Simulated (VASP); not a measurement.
# Bi (P6_3/mmc) in VASP: notebook, part 2 of 3

VASP 6.6.1. The steps go on from the part before.

## (3) Electric field gradients, PBEsol (100.25 Å³/atom)

This run uses another cell than the first one.

File INCAR:

```
SYSTEM = Bi
PREC     = Accurate       ! precision mode
ENCUT    = 520            ! plane-wave cutoff, eV
EDIFF    = 1E-8           ! SCF threshold, eV
ISMEAR   = -1             ! smearing method
SIGMA    = 0.03           ! smearing width, eV
LREAL    = .FALSE.        ! projectors in reciprocal space
LASPH    = .TRUE.         ! aspherical terms in the spheres
NELM     = 60             ! most SCF steps
ALGO     = Normal         ! electronic algorithm
ISIF     = 2              ! what is computed and relaxed
LWAVE    = .FALSE.        ! write WAVECAR
LCHARG   = .FALSE.        ! write CHGCAR
GGA      = PS             ! functional
LEFG     = .TRUE.       
NBANDS   = 22             ! bands
```

File KPOINTS:

```
regular mesh
0
G
  9 9 3
  0 0 0
```

File POSCAR:

```
Bi
1.0
    4.4620532262      0.0000000000      0.0000000000
   -2.2310266131      3.8642514470      0.0000000000
    0.0000000000      0.0000000000     11.6284697350
Bi
2
Direct
    0.3333333333      0.6666666667      0.2500000000
    0.6666666667      0.3333333333      0.7500000000
```

Potentials or basis: VASP PAW PBE potentials, release 64 (Bi_d).

Started as:

```sh
$ cat potpaw_PBE.64/Bi_d/POTCAR > POTCAR
$ mpirun -np 1 vasp_std > vasp.out
```

OUTCAR:

```text
SYSTEM = Bi
   PREC = Accurate
   ENCUT = 520
   EDIFF = 1E-8
   ISMEAR = -1
   LREAL = .FALSE.
   LASPH = .TRUE.
   NELM = 60
   ISIF = 2
   GGA = PS

 ion  position               nearest neighbor table
   1  0.333  0.667  0.250-
   2  0.667  0.333  0.750-

  LATTYP: Found a hexagonal cell.
 ALAT       =     4.4620532262
 C/A-ratio  =     2.6060804624

  Lattice vectors:

 A1 = (   4.4620532262,   0.0000000000,   0.0000000000)
 A2 = (  -2.2310266131,   3.8642514470,   0.0000000000)
 A3 = (   0.0000000000,   0.0000000000,  11.6284697350)

Analysis of symmetry for initial positions (statically):
=====================================================================
 Subroutine PRICEL returns:
 Original cell was already a primitive cell.

 Routine SETGRP: Setting up the symmetry group for a
 hexagonal supercell.

 Subroutine GETGRP returns: Found 24 space group operations
 (whereof 12 operations were pure point group operations)
 out of a pool of 24 trial point group operations.

The static configuration has the point symmetry D_3d.
 The point group associated with its full space group is D_6h.

Analysis of symmetry for dynamics (positions and initial velocities):
=====================================================================
 Subroutine PRICEL returns:
 Original cell was already a primitive cell.

 Routine SETGRP: Setting up the symmetry group for a
 hexagonal supercell.

 Subroutine GETGRP returns: Found 24 space group operations
 (whereof 12 operations were pure point group operations)
 out of a pool of 24 trial point group operations.

The dynamic configuration has the point symmetry D_3d.
 The point group associated with its full space group is D_6h.

 Subroutine INISYM returns: Found 24 space group operations
 (whereof 12 operations are pure point group operations),
 and found     1 'primitive' translations

----------------------------------------------------------------------------------------

                                     Primitive cell

  volume of cell :     200.5038

  direct lattice vectors                    reciprocal lattice vectors
     4.462053226  0.000000000  0.000000000     0.224112073  0.129391166  0.000000000
    -2.231026613  3.864251447  0.000000000     0.000000000  0.258782332  0.000000000
     0.000000000  0.000000000 11.628469735     0.000000000  0.000000000  0.085995838

  length of vectors
     4.462053226  4.462053226 11.628469735     0.258782332  0.258782332  0.085995838

  position of ions in fractional coordinates (direct lattice)
     0.333333333  0.666666667  0.250000000
     0.666666667  0.333333333  0.750000000

  ion indices of the primitive-cell ions
   primitive index   ion index
                 1           1
                 2           2

----------------------------------------------------------------------------------------

 KPOINTS: regular mesh
[... 70 lines left out ...]
   NSW    =      0    number of steps for IOM
   IBRION =     -1    ionic relax: 0-MD 1-quasi-New 2-CG
   NFREE  =      0    steps in history (QN), initial steepest desc. (CG)
   ISIF   =      2    stress and relaxation
   ISYM   =      2    0-nonsym 1-usesym 2-fastsym
   POTIM  = 0.5000    time-step for ionic-motion
   TEBEG  =    0.0;   TEEND  =   0.0 temperature during run
   PSTRESS=    0.0 pullay stress
   NELECT =      30.0000    total number of electrons
   NUPDOWN=      -1.0000    fix difference up-down
   EMIN   =  10.00;   EMAX   =-10.00  energy-range for DOS
   EFERMI =   0.00;   METHOD = LEGACY
   ISMEAR =    -1;   SIGMA  =   0.03  broadening in eV -4-tet -1-fermi 0-gaus
   EFERMI_NEDOS =   21; number of points for ismear=-14 and -15
   IALGO  =     38    algorithm
   IMIX   =      4    mixing-type and parameters
     AMIX     =   0.40;   BMIX     =  1.00
     AMIX_MAG =   1.60;   BMIX_MAG =  1.00
  volume/ion in A,a.u.               =     100.25       676.53
  Fermi-wavevector in a.u.,A,eV,Ry     =   0.869109  1.642378 10.277172  0.755351
  Thomas-Fermi vector in A             =   1.987884
   LORBIT       =      0    0 simple, 1 ext, 2 COOP (PROOUT), +10 PAW based schemes
   GGA     = PS    functional components
   LHFCALC =     F    Hartree Fock is set to
   AEXX    =    0.0000 exact exchange contribution
   IVDW    =     0    specifies the selected vdW correction
   LEPSILON=     F    determine dielectric tensor
   LRPA    =     F    only Hartree local field effects (RPA)
 non-spin polarized calculation
  energy-cutoff  :      520.00
  volume of cell :      200.50
 maximum number of plane-waves:      5422
 NGX is ok and might be reduce to    36
   NGX = 17   NGY = 17   NGZ = 43

 number of electron      30.0000007 magnetization

 Free energy of the ion-electron system (eV)
  ---------------------------------------------------
  ext. energy  EPLUGINS =         0.00000000
  ---------------------------------------------------
  free energy    TOTEN  =        -3.62248411 eV

  energy without entropy =       -3.60296229  energy(sigma->0) =       -3.61272320

 E-fermi :  -0.9618     XC(G=0):  -5.5954

 val. band max:       -0.9625307950   @ k =   0.3333   0.1111   0.3333
 cond. band min:      -0.9583262448   @ k =   0.3333   0.0000   0.3333
 fundamental gap:      0.0042045502
 Fermi energy:        -0.9617841420

 k-point     1 :       0.0000    0.0000    0.0000
  band No.  band energies     occupation
      1     -23.7375      2.00000
      2     -23.7374      2.00000
      3     -23.7298      2.00000
      4     -23.7298      2.00000
      5     -23.7298      2.00000
      6     -23.7298      2.00000
[... 589 lines left out ...]
     21       4.6105      0.00000
     22       5.1337      0.00000

------------------------ aborting loop because EDIFF is reached ----------------------------------------

  FORCE on cell =-STRESS in cart. coord.  units (eV):
  Direction    XX          YY          ZZ          XY          YZ          ZX
  --------------------------------------------------------------------------------------
  -------------------------------------------------------------------------------------
  Total       -6.9683730     -6.9683730     -0.6060649      0.0000000      0.0000000      0.0000000
  in kB      -55.6825710    -55.6825710     -4.8429169      0.0000000      0.0000000      0.0000000
  external PRESSURE =     -38.7360196 kB  Pullay stress =       0.0000000 kB

 VOLUME and BASIS-vectors are now :
 -----------------------------------------------------------------------------
  energy-cutoff  :      520.00
  volume of cell :      200.50
      direct lattice vectors                 reciprocal lattice vectors
     4.462053226  0.000000000  0.000000000     0.224112073  0.129391166  0.000000000
    -2.231026613  3.864251447  0.000000000     0.000000000  0.258782332  0.000000000
     0.000000000  0.000000000 11.628469735     0.000000000  0.000000000  0.085995838

 POSITION                                       TOTAL-FORCE (eV/Angst)
 -----------------------------------------------------------------------------------
     -0.00000      2.57617      2.90712         0.000000     -0.000000      0.000000
      2.23103      1.28808      8.72135        -0.000000      0.000000      0.000000
 -----------------------------------------------------------------------------------
    total drift:                               -0.000000      0.000000      0.000000

  FREE ENERGIE OF THE ION-ELECTRON SYSTEM (eV)
  ---------------------------------------------------
  free  energy   TOTEN  =        -3.6224841132 eV

  energy  without entropy=       -3.6029622869  energy(sigma->0) =       -3.61272320

 Electric field gradients (V/A^2)
---------------------------------------------------------------------
 ion       V_xx      V_yy      V_zz      V_xy      V_xz      V_yz
---------------------------------------------------------------------
   1      57.905    57.907  -115.812     0.002     0.000    -0.000
   2      57.905    57.907  -115.812     0.002    -0.000     0.000
---------------------------------------------------------------------

 Electric field gradients after diagonalization (V/A^2)
 (convention: |V_zz| > |V_xx| > |V_yy|)
----------------------------------------------------------------------
 ion       V_xx      V_yy      V_zz     asymmetry (V_yy - V_xx)/ V_zz
----------------------------------------------------------------------
   1      57.908    57.904  -115.812       0.000
   2      57.908    57.904  -115.812       0.000
----------------------------------------------------------------------

           NMR quadrupolar parameters

 Cq : quadrupolar parameter    Cq=e*Q*V_zz/h
 eta: asymmetry parameters     (V_yy - V_xx)/ V_zz
 Q  : nuclear electric quadrupole moment in mb (millibarn)
----------------------------------------------------------------------
 ion       Cq(MHz)       eta       Q (mb)
----------------------------------------------------------------------
   1      -0.280       0.000       1.000
   2      -0.280       0.000       1.000
----------------------------------------------------------------------
```

Wall time 66 s (1 thread of Intel Xeon 6975P-C (Granite Rapids), shared host); peak memory 0.35 GiB.

What came out:

```
Free energy                             : -3.6225 eV
Pressure                                : -3.9 GPa
Band gap on the k mesh                  : zero (bands 15 and 16 overlap by 2.33 eV)
Largest electric field gradient by atom : Bi -115.8 V/Å²
```

Stress tensor (GPa, compression positive):
```
-5.57  0.00  0.00
 0.00 -5.57  0.00
 0.00  0.00 -0.48
```

Electric field gradients, principal values (V/Å²):
```csv
atom,least,middle,greatest (by size)
1 Bi,57.904,57.908,-115.812
2 Bi,57.904,57.908,-115.812
```

Caveat: the cell stands under tension; without QUAD_EFG the Cq values of the log hold for a quadrupole moment of 1 mb, not for the nuclei; the PAW data sets were made with another functional, which shifts forces and pressure a little; spin-orbit coupling is left out, which moves the levels of the heavy elements.

## (4) Electric field gradients, PBEsol (102.89 Å³/atom)

This run uses another cell than the first one.

File INCAR:

```
SYSTEM = Bi
PREC = Accurate ; ENCUT = 520
EDIFF = 1E-8 ; ISMEAR = -1
SIGMA = 0.03 ; LREAL = .False.
LASPH = .True. ; NELM = 100
ALGO = Normal ; ISIF = 2
LWAVE = .False. ; LCHARG = .False.
GGA = PS ; LEFG = .True.
NBANDS = 22
```

File KPOINTS:

```
Automatic mesh
0
Gamma
  9 9 3
  0 0 0
```

File POSCAR:

```
Bi
1.0
    4.5008556366      0.0000000000      0.0000000000
   -2.2504278184      3.8978553202      0.0000000000
    0.0000000000      0.0000000000     11.7295919388
Bi
2
Direct
    0.3333333333      0.6666666667      0.2500000000
    0.6666666667      0.3333333333      0.7500000000
```

Potentials or basis: VASP PAW PBE potentials, release 64 (Bi_d).

Started as:

```sh
$ cat potpaw_PBE.64/Bi_d/POTCAR > POTCAR
$ mpirun -np 1 vasp_std > vasp.out
```

OUTCAR:

```text
SYSTEM = Bi
   PREC = Accurate
   ENCUT = 520
   EDIFF = 1E-8
   ISMEAR = -1
   LREAL = .False.
   LASPH = .True.
   NELM = 100
   ISIF = 2
   GGA = PS

 ion  position               nearest neighbor table
   1  0.333  0.667  0.250-
   2  0.667  0.333  0.750-

  LATTYP: Found a hexagonal cell.
 ALAT       =     4.5008556366
 C/A-ratio  =     2.6060804624

  Lattice vectors:

 A1 = (   4.5008556366,   0.0000000000,   0.0000000000)
 A2 = (  -2.2504278184,   3.8978553202,   0.0000000000)
 A3 = (   0.0000000000,   0.0000000000,  11.7295919388)

Analysis of symmetry for initial positions (statically):
=====================================================================
 Subroutine PRICEL returns:
 Original cell was already a primitive cell.

 Routine SETGRP: Setting up the symmetry group for a
[... 788 lines left out ...]
  energy-cutoff  :      520.00
  volume of cell :      205.78
      direct lattice vectors                 reciprocal lattice vectors
     4.500855637  0.000000000  0.000000000     0.222179977  0.128275669  0.000000000
    -2.250427818  3.897855320  0.000000000     0.000000000  0.256551339  0.000000000
     0.000000000  0.000000000 11.729591939     0.000000000  0.000000000  0.085254458

 POSITION                                       TOTAL-FORCE (eV/Angst)
 -----------------------------------------------------------------------------------
     -0.00000      2.59857      2.93240        -0.000000      0.000000      0.000000
      2.25043      1.29929      8.79719         0.000000     -0.000000      0.000000
 -----------------------------------------------------------------------------------
    total drift:                                0.000000     -0.000000      0.000000

  FREE ENERGIE OF THE ION-ELECTRON SYSTEM (eV)
  ---------------------------------------------------
  free  energy   TOTEN  =        -3.4984528619 eV

  energy  without entropy=       -3.4780778855  energy(sigma->0) =       -3.48826537

 Electric field gradients (V/A^2)
---------------------------------------------------------------------
 ion       V_xx      V_yy      V_zz      V_xy      V_xz      V_yz
---------------------------------------------------------------------
   1      60.168    60.171  -120.339     0.002    -0.000     0.000
   2      60.168    60.171  -120.339     0.002     0.000    -0.000
---------------------------------------------------------------------

 Electric field gradients after diagonalization (V/A^2)
 (convention: |V_zz| > |V_xx| > |V_yy|)
----------------------------------------------------------------------
 ion       V_xx      V_yy      V_zz     asymmetry (V_yy - V_xx)/ V_zz
----------------------------------------------------------------------
   1      60.172    60.167  -120.339       0.000
   2      60.172    60.167  -120.339       0.000
----------------------------------------------------------------------

           NMR quadrupolar parameters

 Cq : quadrupolar parameter    Cq=e*Q*V_zz/h
 eta: asymmetry parameters     (V_yy - V_xx)/ V_zz
 Q  : nuclear electric quadrupole moment in mb (millibarn)
----------------------------------------------------------------------
 ion       Cq(MHz)       eta       Q (mb)
----------------------------------------------------------------------
   1      -0.291       0.000       1.000
   2      -0.291       0.000       1.000
----------------------------------------------------------------------
```

stdout:

```text
POSCAR found type information on POSCAR Bi
 POSCAR found :  1 types and       2 ions
 scaLAPACK will be used
 -----------------------------------------------------------------------------
|                                                                             |
|                                                                             |
|     You enforced a specific xc type in the INCAR file but a different       |
|     I HOPE YOU KNOW WHAT YOU ARE DOING!                                     |
|                                                                             |
 -----------------------------------------------------------------------------

 LDA part: xc-table for (Slater+PW92), standard interpolation
 POSCAR, INCAR and KPOINTS ok, starting setup
 FFT: planning ... GRIDC
 FFT: planning ... GRID_SOFT
 FFT: planning ... GRID
 WAVECAR not read
 entering main loop
ion   1

ion   2
```

It took 60 s on 1 thread of Intel Xeon 6975P-C (Granite Rapids), shared host; peak memory 0.36 GiB.

What came out:

- Free energy: -3.4985 eV
- Pressure: -3.7 GPa
- Band gap on the k mesh: zero (bands 15 and 16 overlap by 2.23 eV)
- Largest electric field gradient by atom: Bi -120.3 V/Å²

Electric field gradients, principal values (V/Å²):
| atom | least | middle | greatest (by size) |
| --- | --- | --- | --- |
| 1 Bi | 60.167 | 60.172 | -120.339 |
| 2 Bi | 60.167 | 60.172 | -120.339 |

Caveat: the cell stands under tension; without QUAD_EFG the Cq values of the log hold for a quadrupole moment of 1 mb, not for the nuclei; the PAW data sets were made with another functional, which shifts forces and pressure a little; spin-orbit coupling is left out, which moves the levels of the heavy elements.

[end of part 2 of 3]
